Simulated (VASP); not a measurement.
# Zr9N11 (a cell with a defect) in VASP: a series of runs

The runs below take Zr9N11 (a cell with a defect) through single point, with PBE.

Program: VASP 6.6.1. These are calculated values, not measurements. Logs are shortened: lines on timing, memory, paths and dates and some standing lists are left out, and cuts for length are marked.

**1. The cell of the first run**

The cell holds a defect, 20 atoms: a = 5.962 Å, b = 5.962 Å, c = 8.698 Å, α = 83.44°, β = 76.79°, γ = 60.00°.

**2. Single point, PBE**

Contents of INCAR:

```
ALGO     = Normal         # electronic algorithm
EDIFF    = 1E-7           # SCF threshold, eV
ENCUT    = 520            # plane-wave cutoff, eV
GGA      = PE             # functional
ISIF     = 2              # what is computed and relaxed
ISMEAR   = 0              # smearing method
LASPH    = True           # aspherical terms in the spheres
LCHARG   = False          # write CHGCAR
LREAL    = Auto         
LWAVE    = False          # write WAVECAR
NBANDS   = 98             # bands
NELECT   = 160.0        
NELM     = 100            # most SCF steps
PREC     = Accurate       # precision mode
SIGMA    = 0.05           # smearing width, eV
```

Contents of KPOINTS:

```
k-points
0
Gamma
  4 4 4
```

Contents of POSCAR:

```
Zr9N11
1.0
    0.0000000000     -5.9619910123      0.0000000000
    5.1632356738     -2.9809955061      0.0000000000
    0.0000000000     -1.9873303374      8.4679891808
Zr N
9 11
Direct
    0.4177899504      0.6666666442      0.6765597921
    0.1275943217      0.3182022096      0.6754269376
    0.7791298850      1.0151310789      0.6754269376
    0.8959198633      0.6666666442      0.3044680319
    0.5495530785      0.3323336583      0.3503757429
    0.2152202090      0.0009995670      0.3503757429
    0.6677963351      0.6666666442     -0.0158423679
    0.3445006537      0.3235298765      0.0083861704
    1.0013637359      0.0098035424      0.0083861704
    0.0329533122      0.6666666442      0.8354103730
    0.7164406954      0.3461862121      0.8461892011
    0.3959601152     -0.0128527931      0.8461892011
    0.4675758344      0.3310734020      0.6035789478
    0.1319824441      0.0022600169      0.6035789478
    0.5506390552      0.6666666442      0.4135546144
    0.1693224915      0.3595667750      0.4146612525
    0.8622226399     -0.0262333561      0.4146612525
    0.2805210765      0.6666666442      0.1262400054
    0.9670529583      0.3272939890      0.1293579829
    0.6276803031      1.0060392994      0.1293579829
```

Potentials or basis: VASP PAW PBE potentials, release 64 (Zr_sv, N).

Launch:

```bash
$ cat potpaw_PBE.64/Zr_sv/POTCAR potpaw_PBE.64/N/POTCAR > POTCAR
$ mpirun -np 1 vasp_std > vasp.out
```

OUTCAR:

```text
EDIFF = 1E-7
   ENCUT = 520
   GGA = PE
   ISIF = 2
   ISMEAR = 0
   LASPH = True
   LREAL = Auto
   NELECT = 160.0
   NELM = 100
   PREC = Accurate

 ion  position               nearest neighbor table
   1  0.418  0.667  0.677-  13 2.03  14 2.03  15 2.24  10 2.39  11 2.48  12 2.48   2 3.30   3 3.30
                             7 3.35   6 3.37   5 3.37   3 3.37   2 3.37   8 3.42   9 3.42   3 3.66
   2  0.128  0.318  0.675-  13 2.02  14 2.04  16 2.22  10 2.39  12 2.43  11 2.50   1 3.30   5 3.35
                             7 3.36   3 3.37   3 3.37   1 3.37   6 3.38   9 3.39   8 3.44   3 3.60
   3  0.779  0.015  0.675-  14 2.02  13 2.04  17 2.22  10 2.39  11 2.43  12 2.50   1 3.30   6 3.35
                             7 3.36   2 3.37   2 3.37   1 3.37   5 3.38   8 3.39   9 3.44   2 3.60
   4  0.896  0.667  0.304-  15 2.06  16 2.06  17 2.06  18 2.46  19 2.48  20 2.48   8 3.25   9 3.25
                             7 3.37   6 3.46   5 3.46   5 3.46   6 3.46   5 3.48   6 3.48   3 3.78
   5  0.550  0.332  0.350-  15 2.13  16 2.13  17 2.14  13 2.14  20 2.69  19 2.76  18 2.77   2 3.35
                             1 3.37   3 3.38   6 3.44   6 3.44   6 3.45   4 3.46   4 3.46   4 3.48
   6  0.215  0.001  0.350-  15 2.13  17 2.13  16 2.14  14 2.14  19 2.69  20 2.76  18 2.77   3 3.35
                             1 3.37   2 3.38   5 3.44   5 3.44   5 3.45   4 3.46   4 3.46   4 3.48
   7  0.668  0.667  0.984-  11 2.23  12 2.23  10 2.26  18 2.36  20 2.39  19 2.39   1 3.35   3 3.36
                             2 3.36   4 3.37   9 3.40   8 3.40   8 3.41   9 3.41   9 3.54   8 3.54
   8  0.345  0.324  0.008-  20 2.17  18 2.21  19 2.25  11 2.40  12 2.44  10 2.58   4 3.25   3 3.39
                             9 3.39   9 3.39   7 3.40   7 3.41   1 3.42   2 3.44   5 3.48   6 3.50
   9  0.001  0.010  0.008-  19 2.17  18 2.21  20 2.25  12 2.40  11 2.44  10 2.58   4 3.25   2 3.39
                             8 3.39   8 3.39   7 3.40   7 3.41   1 3.42   3 3.44   6 3.48   5 3.50
  10  0.033  0.667  0.835-   7 2.26   2 2.39   3 2.39   1 2.39   8 2.58   9 2.58
  11  0.716  0.346  0.846-   7 2.23   8 2.40   3 2.43   9 2.44   1 2.48   2 2.50
  12  0.396  0.987  0.846-   7 2.23   9 2.40   2 2.43   8 2.44   1 2.48   3 2.50
  13  0.468  0.331  0.604-   2 2.02   1 2.03   3 2.04   5 2.14
  14  0.132  0.002  0.604-   3 2.02   1 2.03   2 2.04   6 2.14
  15  0.551  0.667  0.414-   4 2.06   6 2.13   5 2.13   1 2.24
  16  0.169  0.360  0.415-   4 2.06   5 2.13   6 2.14   2 2.22
  17  0.862  0.974  0.415-   4 2.06   6 2.13   5 2.14   3 2.22
  18  0.281  0.667  0.126-   8 2.21   9 2.21   7 2.36   4 2.46   6 2.77   5 2.77
  19  0.967  0.327  0.129-   9 2.17   8 2.25   7 2.39   4 2.48   6 2.69   5 2.76
  20  0.628  0.006  0.129-   8 2.17   9 2.25   7 2.39   4 2.48   5 2.69   6 2.76

  LATTYP: Found a base centered monoclinic cell.
 ALAT       =     5.9619910123
 B/A-ratio  =     1.7320508076
 C/A-ratio  =     1.4589193922
 COS(beta)  =    -0.2284796097

  Lattice vectors:

 A1 = (   5.1632356738,   2.9809955062,   0.0000000000)
 A2 = (  -5.1632356738,   2.9809955061,   0.0000000000)
 A3 = (   0.0000000000,  -1.9873303374,   8.4679891808)

Analysis of symmetry for initial positions (statically):
=====================================================================
 Subroutine PRICEL returns:
 Original cell was already a primitive cell.

 Routine SETGRP: Setting up the symmetry group for a
 base centered monoclinic supercell.

 Subroutine GETGRP returns: Found  2 space group operations
 (whereof  1 operations were pure point group operations)
 out of a pool of  4 trial point group operations.

The static configuration has the point symmetry C_1 .
 The point group associated with its full space group is C_1h.

Analysis of symmetry for dynamics (positions and initial velocities):
=====================================================================
 Subroutine PRICEL returns:
 Original cell was already a primitive cell.

 Routine SETGRP: Setting up the symmetry group for a
 base centered monoclinic supercell.

 Subroutine GETGRP returns: Found  2 space group operations
 (whereof  1 operations were pure point group operations)
 out of a pool of  4 trial point group operations.

The dynamic configuration has the point symmetry C_1 .
 The point group associated with its full space group is C_1h.

 Subroutine INISYM returns: Found  2 space group operations
 (whereof  1 operations are pure point group operations),
 and found     1 'primitive' translations

----------------------------------------------------------------------------------------

[... 63 lines left out ...]
 generate k-points for:    4    4    4

 Generating k-lattice:

  Cartesian coordinates                     Fractional coordinates (reciprocal lattice)
    -0.024209625 -0.041932301 -0.009840982     0.250000000  0.000000000  0.000000000
     0.048419250  0.000000000  0.000000000     0.000000000  0.250000000  0.000000000
     0.000000000  0.000000000  0.029522947     0.000000000  0.000000000  0.250000000

  Length of vectors
     0.049409197  0.048419250  0.029522947

  Shift w.r.t. Gamma in fractional coordinates (k-lattice)
     0.000000000  0.000000000  0.000000000

 Subroutine IBZKPT returns following result:
 ===========================================

 Found     24 irreducible k-points:

 Following reciprocal coordinates:
            Coordinates               Weight
  0.000000  0.000000  0.000000      1.000000
  0.250000 -0.000000  0.000000      4.000000
  0.500000 -0.000000  0.000000      2.000000
  0.000000  0.250000  0.000000      2.000000
  0.500000  0.250000  0.000000      2.000000
 -0.250000  0.250000 -0.000000      4.000000
[... 16 lines left out ...]
 -0.250000  0.250000  0.500000      4.000000
  0.000000  0.500000  0.500000      1.000000
   k-points           NKPTS =     24   k-points in BZ     NKDIM =     24   number of bands    NBANDS=     98
   number of dos      NEDOS =    301   number of ions     NIONS =     20
   total plane-waves  NPLWV = 161280
   dimension x,y,z NGX =    48 NGY =   48 NGZ =   70
   dimension x,y,z NGXF=    96 NGYF=   96 NGZF=  140
   ions per type =               9  11
   NGX,Y,Z   is equivalent  to a cutoff of  13.38, 13.38, 13.38 a.u.
   NGXF,Y,Z  is equivalent  to a cutoff of  26.77, 26.77, 26.76 a.u.
 SYSTEM =  unknown system
   PREC   = accura    normal or accurate (medium, high low for compatibility)
   ISTART =      0    job   : 0-new  1-cont  2-samecut
   ICHARG =      2    charge: 1-file 2-atom 10-const
   ISPIN  =      1    spin polarized calculation?
   LNONCOLLINEAR =      F non collinear calculations
   LSORBIT =      F    spin-orbit coupling
   LASPH  =      T    aspherical Exc in radial PAW
   ENCUT  =  520.0 eV  38.22 Ry    6.18 a.u.  11.09 11.09 16.17*2*pi/ulx,y,z
   NELM   =    100;   NELMIN=  2; NELMDL= -5     # of ELM steps
   EDIFF  = 0.1E-06   stopping-criterion for ELM
   LREAL  =      T    real-space projection
   EDIFFG = 0.1E-05   stopping-criterion for IOM
   NSW    =      0    number of steps for IOM
   IBRION =     -1    ionic relax: 0-MD 1-quasi-New 2-CG
   NFREE  =      0    steps in history (QN), initial steepest desc. (CG)
   ISIF   =      2    stress and relaxation
   ISYM   =      2    0-nonsym 1-usesym 2-fastsym
   POTIM  = 0.5000    time-step for ionic-motion
   TEBEG  =    0.0;   TEEND  =   0.0 temperature during run
   PSTRESS=    0.0 pullay stress
   NELECT =     160.0000    total number of electrons
   NUPDOWN=      -1.0000    fix difference up-down
   EMIN   =  10.00;   EMAX   =-10.00  energy-range for DOS
   EFERMI =   0.00;   METHOD = LEGACY
   ISMEAR =     0;   SIGMA  =   0.05  broadening in eV -4-tet -1-fermi 0-gaus
   EFERMI_NEDOS =   21; number of points for ismear=-14 and -15
   IALGO  =     38    algorithm
   IMIX   =      4    mixing-type and parameters
     AMIX     =   0.40;   BMIX     =  1.00
     AMIX_MAG =   1.60;   BMIX_MAG =  1.00
  volume/ion in A,a.u.               =      13.03        87.95
  Fermi-wavevector in a.u.,A,eV,Ry     =   1.391288  2.629153 26.336548  1.935682
  Thomas-Fermi vector in A             =   2.515141
   LORBIT       =      0    0 simple, 1 ext, 2 COOP (PROOUT), +10 PAW based schemes
   GGA     = PE    functional components
   LHFCALC =     F    Hartree Fock is set to
   AEXX    =    0.0000 exact exchange contribution
   IVDW    =     0    specifies the selected vdW correction
   LEPSILON=     F    determine dielectric tensor
   LRPA    =     F    only Hartree local field effects (RPA)
 non-spin polarized calculation
 Gauss-broadening in eV      SIGMA  =   0.05
  energy-cutoff  :      520.00
  volume of cell :      260.67
 maximum number of plane-waves:      7048
 NGX is ok and might be reduce to    48
   NGX = 23   NGY = 23   NGZ = 33

 number of electron     160.0000001 magnetization

 Free energy of the ion-electron system (eV)
  ---------------------------------------------------
  ext. energy  EPLUGINS =         0.00000000
  ---------------------------------------------------
  free energy    TOTEN  =      -226.60340100 eV

  energy without entropy =     -226.60340100  energy(sigma->0) =     -226.60340100

 E-fermi :   8.3746     XC(G=0): -11.5352

 val. band max:        8.1133751914   @ k =   0.0000   0.0000   0.0000
 cond. band min:       9.1562882648   @ k =   0.5000  -0.2500   0.2500
 fundamental gap:      1.0429130734
 Fermi energy:         8.3745679686

 k-point     1 :       0.0000    0.0000    0.0000
  band No.  band energies     occupation
      1     -40.2831      2.00000
      2     -40.2410      2.00000
      3     -40.2051      2.00000
      4     -39.8025      2.00000
      5     -39.7383      2.00000
      6     -39.7183      2.00000
[... 2269 lines left out ...]
     91      11.9525      0.00000
     92      12.1340      0.00000
 [bands above 92 left out]

------------------------ aborting loop because EDIFF is reached ----------------------------------------

  FORCE on cell =-STRESS in cart. coord.  units (eV):
  Direction    XX          YY          ZZ          XY          YZ          ZX
  --------------------------------------------------------------------------------------
  -------------------------------------------------------------------------------------
  Total      -37.9939299    -38.7520087    -39.3985430     -0.0000000      0.3511256      0.0000000
  in kB     -233.5238484   -238.1832635   -242.1570873     -0.0000000      2.1581398      0.0000000
  external PRESSURE =    -237.9547331 kB  Pullay stress =       0.0000000 kB

 VOLUME and BASIS-vectors are now :
 -----------------------------------------------------------------------------
  energy-cutoff  :      520.00
  volume of cell :      260.67
      direct lattice vectors                 reciprocal lattice vectors
     0.000000000 -5.961991012  0.000000000    -0.096838500 -0.167729203 -0.039363930
     5.163235674 -2.980995506  0.000000000     0.193677001  0.000000000  0.000000000
     0.000000000 -1.987330337  8.467989181     0.000000000  0.000000000  0.118091790

 POSITION                                       TOTAL-FORCE (eV/Angst)
 -----------------------------------------------------------------------------------
      3.44216     -5.82274      5.72910        -0.000000     -0.041024      0.021555
      1.64295     -3.05157      5.71951         0.025536      0.018115      0.014936
      0.07813     -6.03257      5.71951        -0.025536      0.018115      0.014936
      3.44216     -7.93387      2.57823        -0.000000      0.009142     -0.031327
      1.71592     -4.96343      2.96698        -0.000123     -0.001634     -0.026248
      0.00516     -1.98243      2.96698         0.000123     -0.001634     -0.026248
[... 12 lines left out ...]
      1.68990     -6.99830      1.09540        -0.002075      0.007536      0.018026
      0.03118     -4.01730      1.09540         0.002075      0.007536      0.018026
 -----------------------------------------------------------------------------------
    total drift:                                0.005432     -0.002330      0.002223

  FREE ENERGIE OF THE ION-ELECTRON SYSTEM (eV)
  ---------------------------------------------------
  free  energy   TOTEN  =      -226.6034009993 eV

  energy  without entropy=     -226.6034009993  energy(sigma->0) =     -226.60340100
```

Wall time 27 min (1 thread of Intel Xeon Platinum 8259CL at 2.50GHz (Skylake/Cascade Lake), shared host); peak memory 0.64 GiB.

Results:

```yaml
Free_energy: -226.6034 eV
Largest_force: 0.046 eV/Å
```

Forces on the atoms (eV/Å):
```
Zr   0.000 -0.041  0.022
Zr   0.026  0.018  0.015
Zr  -0.026  0.018  0.015
Zr   0.000  0.009 -0.031
Zr   0.000 -0.002 -0.026
Zr   0.000 -0.002 -0.026
Zr   0.000  0.005  0.029
Zr   0.003 -0.002 -0.018
Zr  -0.003 -0.002 -0.018
N    0.000 -0.002 -0.008
N   -0.009  0.000 -0.005
N    0.009  0.000 -0.005
N   -0.012 -0.004 -0.023
N    0.012 -0.004 -0.023
N    0.000  0.001  0.013
N   -0.004 -0.001  0.020
N    0.004 -0.001  0.020
N    0.000 -0.004  0.015
N   -0.002  0.008  0.018
N    0.002  0.008  0.018
```

Caveat: the cell carries a net charge on a neutralising background, which shifts energy and pressure; the cell is charged against a uniform background, so pressure and absolute levels hang on convention.

(Continued in part 2 of 2.)
